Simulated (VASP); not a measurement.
# W (Pm-3n) in VASP: a series of runs

The runs below take W through single point, with PBE.

Program: VASP 6.6.1. These are calculated values, not measurements. Logs are shortened: lines on timing, memory, paths and dates and some standing lists are left out, and cuts for length are marked.

### 1 The cell of the first run

Symmetry: Pm-3n, No. 223, cubic system. The conventional cell has a = 5.117 Å, b = 5.117 Å, c = 5.117 Å, α = 90.00°, β = 90.00°, γ = 90.00°. Within 3.8 Å of W (site symmetry m-3) lie 12 W at 2.86 Å. Within 3.4 Å of W (site symmetry -4m2) lie 14 W at 2.56 to 3.13 Å.

### 2 Single point, PBE (16.74 Å³/atom)

Input file INCAR:

```
SYSTEM = W
  PREC = Accurate
  ENCUT = 520
  EDIFF = 1E-6
  ISMEAR = -1
  SIGMA = 0.05
  LREAL = .False.
  LASPH = .True.
  NELM = 60
  ALGO = Normal
  ISIF = 2
  LWAVE = .False.
  LCHARG = .False.
  GGA = PE
  NBANDS = 66
```

Input file KPOINTS:

```
regular mesh
0
Gamma
  9 9 9
  0 0 0
```

Input file POSCAR:

```
W
1.0
    5.1166632327      0.0000000000      0.0000000000
    0.0000000000      5.1166632327      0.0000000000
    0.0000000000      0.0000000000      5.1166632327
W
8
Direct
    0.0000000000      0.0000000000      0.0000000000
    0.5000000000      0.5000000000      0.5000000000
    0.0000000000      0.5000000000      0.2500000000
    0.0000000000      0.5000000000      0.7500000000
    0.2500000000      0.0000000000      0.5000000000
    0.7500000000      0.0000000000      0.5000000000
    0.5000000000      0.7500000000      0.0000000000
    0.5000000000      0.2500000000      0.0000000000
```

Potentials or basis: VASP PAW PBE potentials, release 64 (W_sv).

The run is started by

```
$ cat potpaw_PBE.64/W_sv/POTCAR > POTCAR
$ mpirun -np 1 vasp_std > vasp.out
```

OUTCAR:

```text
SYSTEM = W
   PREC = Accurate
   ENCUT = 520
   EDIFF = 1E-6
   ISMEAR = -1
   LREAL = .False.
   LASPH = .True.
   NELM = 60
   ISIF = 2
   GGA = PE

 ion  position               nearest neighbor table
   1  0.000  0.000  0.000-   3 2.86   4 2.86   5 2.86   6 2.86   7 2.86   8 2.86   5 2.86   6 2.86
                             3 2.86   4 2.86   7 2.86   8 2.86
   2  0.500  0.500  0.500-   3 2.86   4 2.86   5 2.86   6 2.86   7 2.86   8 2.86   7 2.86   8 2.86
                             5 2.86   6 2.86   3 2.86   4 2.86
   3  0.000  0.500  0.250-   4 2.56   4 2.56   1 2.86   2 2.86   1 2.86   2 2.86   8 3.13   5 3.13
                             6 3.13   5 3.13   6 3.13   7 3.13   7 3.13   8 3.13
   4  0.000  0.500  0.750-   3 2.56   3 2.56   1 2.86   2 2.86   1 2.86   2 2.86   8 3.13   5 3.13
                             6 3.13   5 3.13   6 3.13   7 3.13   7 3.13   8 3.13
   5  0.250  0.000  0.500-   6 2.56   6 2.56   1 2.86   1 2.86   2 2.86   2 2.86   8 3.13   4 3.13
                             7 3.13   8 3.13   3 3.13   3 3.13   4 3.13   7 3.13
   6  0.750  0.000  0.500-   5 2.56   5 2.56   1 2.86   1 2.86   2 2.86   2 2.86   8 3.13   4 3.13
                             7 3.13   8 3.13   3 3.13   3 3.13   4 3.13   7 3.13
   7  0.500  0.750  0.000-   8 2.56   8 2.56   1 2.86   2 2.86   2 2.86   1 2.86   3 3.13   4 3.13
                             5 3.13   6 3.13   5 3.13   6 3.13   3 3.13   4 3.13
   8  0.500  0.250  0.000-   7 2.56   7 2.56   1 2.86   2 2.86   2 2.86   1 2.86   3 3.13   4 3.13
                             5 3.13   6 3.13   5 3.13   6 3.13   3 3.13   4 3.13

  LATTYP: Found a simple cubic cell.
 ALAT       =     5.1166632327

  Lattice vectors:

 A1 = (   5.1166632327,   0.0000000000,   0.0000000000)
 A2 = (   0.0000000000,   5.1166632327,   0.0000000000)
 A3 = (   0.0000000000,   0.0000000000,   5.1166632327)

Analysis of symmetry for initial positions (statically):
=====================================================================
 Subroutine PRICEL returns:
 Original cell was already a primitive cell.

 Routine SETGRP: Setting up the symmetry group for a
 simple cubic supercell.

 Subroutine GETGRP returns: Found 48 space group operations
 (whereof 24 operations were pure point group operations)
 out of a pool of 48 trial point group operations.

The static configuration has the point symmetry T_h .
 The point group associated with its full space group is O_h .

Analysis of symmetry for dynamics (positions and initial velocities):
=====================================================================
 Subroutine PRICEL returns:
 Original cell was already a primitive cell.

 Routine SETGRP: Setting up the symmetry group for a
[... 128 lines left out ...]
   TEBEG  =    0.0;   TEEND  =   0.0 temperature during run
   PSTRESS=    0.0 pullay stress
   NELECT =     112.0000    total number of electrons
   NUPDOWN=      -1.0000    fix difference up-down
   EMIN   =  10.00;   EMAX   =-10.00  energy-range for DOS
   EFERMI =   0.00;   METHOD = LEGACY
   ISMEAR =    -1;   SIGMA  =   0.05  broadening in eV -4-tet -1-fermi 0-gaus
   EFERMI_NEDOS =   21; number of points for ismear=-14 and -15
   IALGO  =     38    algorithm
   IMIX   =      4    mixing-type and parameters
     AMIX     =   0.40;   BMIX     =  1.00
     AMIX_MAG =   1.60;   BMIX_MAG =  1.00
  volume/ion in A,a.u.               =      16.74       113.00
  Fermi-wavevector in a.u.,A,eV,Ry     =   1.542271  2.914469 32.362812  2.378600
  Thomas-Fermi vector in A             =   2.648099
   LORBIT       =      0    0 simple, 1 ext, 2 COOP (PROOUT), +10 PAW based schemes
   GGA     = PE    functional components
   LHFCALC =     F    Hartree Fock is set to
   AEXX    =    0.0000 exact exchange contribution
   IVDW    =     0    specifies the selected vdW correction
   LEPSILON=     F    determine dielectric tensor
   LRPA    =     F    only Hartree local field effects (RPA)
 non-spin polarized calculation
  energy-cutoff  :      520.00
  volume of cell :      133.96
 maximum number of plane-waves:      3695
 NGX is ok and might be reduce to    40
   NGX = 19   NGY = 19   NGZ = 19

 number of electron     112.0000021 magnetization

 Free energy of the ion-electron system (eV)
  ---------------------------------------------------
  ext. energy  EPLUGINS =         0.00000000
  ---------------------------------------------------
  free energy    TOTEN  =      -102.85967926 eV

  energy without entropy =     -102.83266622  energy(sigma->0) =     -102.84617274

 E-fermi :  10.4560     XC(G=0): -13.3190

 val. band max:       10.4364810606   @ k =   0.3333   0.1111   0.0000
 cond. band min:      10.4601886672   @ k =   0.2222   0.0000   0.0000
 fundamental gap:      0.0237076066
 Fermi energy:        10.4559523535

 k-point     1 :       0.0000    0.0000    0.0000
  band No.  band energies     occupation
      1     -63.6439      2.00000
      2     -63.6056      2.00000
      3     -63.6056      2.00000
      4     -63.4825      2.00000
      5     -63.4825      2.00000
      6     -63.4825      2.00000
[... 1645 lines left out ...]
     65      12.7109      0.00000
     66      13.2769      0.00000

 [... further k-points ...]

------------------------ aborting loop because EDIFF is reached ----------------------------------------

  FORCE on cell =-STRESS in cart. coord.  units (eV):
  Direction    XX          YY          ZZ          XY          YZ          ZX
  --------------------------------------------------------------------------------------
  -------------------------------------------------------------------------------------
  Total       -4.7478275     -4.7478275     -4.7478275      0.0000000     -0.0000000      0.0000000
  in kB      -56.7864881    -56.7864881    -56.7864881      0.0000000     -0.0000000      0.0000000
  external PRESSURE =     -56.7864881 kB  Pullay stress =       0.0000000 kB

 VOLUME and BASIS-vectors are now :
 -----------------------------------------------------------------------------
  energy-cutoff  :      520.00
  volume of cell :      133.96
      direct lattice vectors                 reciprocal lattice vectors
     5.116663233  0.000000000  0.000000000     0.195439871  0.000000000  0.000000000
     0.000000000  5.116663233  0.000000000     0.000000000  0.195439871  0.000000000
     0.000000000  0.000000000  5.116663233     0.000000000  0.000000000  0.195439871

 POSITION                                       TOTAL-FORCE (eV/Angst)
 -----------------------------------------------------------------------------------
      0.00000      0.00000      0.00000        -0.000000     -0.000000      0.000000
      2.55833      2.55833      2.55833        -0.000000     -0.000000      0.000000
      0.00000      2.55833      1.27917        -0.000000      0.000000     -0.000000
      0.00000      2.55833      3.83750        -0.000000     -0.000000      0.000000
      1.27917      0.00000      2.55833         0.000000      0.000000      0.000000
      3.83750      0.00000      2.55833        -0.000000      0.000000     -0.000000
      2.55833      3.83750      0.00000         0.000000     -0.000000     -0.000000
      2.55833      1.27917      0.00000         0.000000      0.000000      0.000000
 -----------------------------------------------------------------------------------
    total drift:                               -0.000000     -0.000000      0.000000

  FREE ENERGIE OF THE ION-ELECTRON SYSTEM (eV)
  ---------------------------------------------------
  free  energy   TOTEN  =      -102.8596792649 eV

  energy  without entropy=     -102.8326662230  energy(sigma->0) =     -102.84617274
```

OSZICAR:

```text
N       E                     dE             d eps       ncg     rms          rms(c)
DAV:   1     0.159583680703E+04    0.15958E+04   -0.63576E+04  4636   0.200E+03
DAV:   2     0.106736391283E+02   -0.15852E+04   -0.15479E+04  4652   0.654E+02
DAV:   3    -0.102523471605E+03   -0.11320E+03   -0.10558E+03  5260   0.155E+02
DAV:   4    -0.107959665729E+03   -0.54362E+01   -0.51772E+01  5536   0.286E+01
DAV:   5    -0.108133715271E+03   -0.17405E+00   -0.17288E+00  5520   0.487E+00    0.545E+01
DAV:   6    -0.103976050605E+03    0.41577E+01   -0.64838E+00  5402   0.152E+01    0.211E+01
DAV:   7    -0.102942425314E+03    0.10336E+01   -0.36159E+00  5392   0.110E+01    0.217E+00
DAV:   8    -0.102882522172E+03    0.59903E-01   -0.40146E-01  5882   0.499E+00    0.131E+00
DAV:   9    -0.102860013053E+03    0.22509E-01   -0.56840E-02  5744   0.163E+00    0.327E-01
DAV:  10    -0.102859698699E+03    0.31435E-03   -0.56544E-03  5846   0.537E-01    0.131E-01
DAV:  11    -0.102859695489E+03    0.32095E-05   -0.32698E-04  5536   0.928E-02    0.304E-02
DAV:  12    -0.102859683628E+03    0.11861E-04   -0.23757E-05  5700   0.282E-02    0.908E-03
DAV:  13    -0.102859679962E+03    0.36665E-05   -0.37009E-06  4440   0.146E-02    0.512E-03
DAV:  14    -0.102859678959E+03    0.10023E-05   -0.31198E-07  3140   0.385E-03    0.243E-03
DAV:  15    -0.102859679265E+03   -0.30544E-06   -0.59556E-08  2992   0.148E-03
   1 F= -.10285968E+03 E0= -.10284617E+03  d E =-.270130E-01
```

stdout:

```text
POSCAR found type information on POSCAR W
 POSCAR found :  1 types and       8 ions
 scaLAPACK will be used
 LDA part: xc-table for (Slater+PW92), standard interpolation
 POSCAR, INCAR and KPOINTS ok, starting setup
 FFT: planning ... GRIDC
 FFT: planning ... GRID_SOFT
 FFT: planning ... GRID
 WAVECAR not read
 entering main loop
```

It took 4.2 min on 1 thread of Intel Xeon Platinum 8488C (Sapphire Rapids), shared host; peak memory 0.35 GiB.

Results:

* Free energy: -102.8597 eV
* Pressure: -5.7 GPa
* Band gap on the k mesh: zero (bands 56 and 57 overlap by 0.68 eV)

Levels at points of the mesh, in eV from the Fermi level:
```tsv
k point	band 53	band 54	band 55	band 56	band 57	band 58	band 59	band 60
(0.00, 0.00, 0.00)	-1.41	-1.41	-0.43	-0.43	-0.43	1.57	1.57	1.57
```

Caveat: the cell stands under tension; spin-orbit coupling is left out, which moves the levels of the heavy elements.

### 3 Single point, PBE (17.07 Å³/atom)

This run uses another cell than the first one, of 17.07 Å³/atom.

Input file INCAR:

```
PREC = Accurate ; ENCUT = 520
EDIFF = 1E-6 ; ISMEAR = -1
SIGMA = 0.05 ; LREAL = F
LASPH = T ; NELM = 80
ALGO = Normal ; ISIF = 2
LWAVE = F ; LCHARG = T
GGA = PE ; LELF = T
LVHAR = T ; NBANDS = 66
```

Input file KPOINTS:

```
Automatic mesh
0
Gamma
  9 9 9
```

Edit POSCAR of step 2 so:

```diff
@@ -2,5 +2,5 @@
 1.0
-    5.1166632327      0.0000000000      0.0000000000
-    0.0000000000      5.1166632327      0.0000000000
-    0.0000000000      0.0000000000      5.1166632327
+    5.1498892496      0.0000000000      0.0000000000
+    0.0000000000      5.1498892496      0.0000000000
+    0.0000000000      0.0000000000      5.1498892496
 W
```

Potentials or basis: VASP PAW PBE potentials, release 64 (W_sv).

The run is started by

```
$ cat potpaw_PBE.64/W_sv/POTCAR > POTCAR
$ mpirun -np 1 vasp_std > vasp.out
```

It took 4.1 min on 1 thread of Intel Xeon Platinum 8488C (Sapphire Rapids), shared host; peak memory 0.36 GiB.

The run converged. Its results:

```yaml
Free_energy: -102.7253 eV
Pressure: -10.8 GPa
Band_gap_on_the_k_mesh: zero (bands 56 and 57 overlap by 0.63 eV)
```

Levels at points of the mesh, in eV from the Fermi level:
| k point | band 54 | band 55 | band 56 | band 57 | band 58 | band 59 |
| --- | --- | --- | --- | --- | --- | --- |
| (0.00, 0.00, 0.00) | -1.37 | -0.41 | -0.41 | -0.41 | 1.53 | 1.53 |

Caveat: the cell stands under tension; spin-orbit coupling is left out, which moves the levels of the heavy elements.

The gap in the log of VASP goes by the Fermi energy; the results here count the filled bands.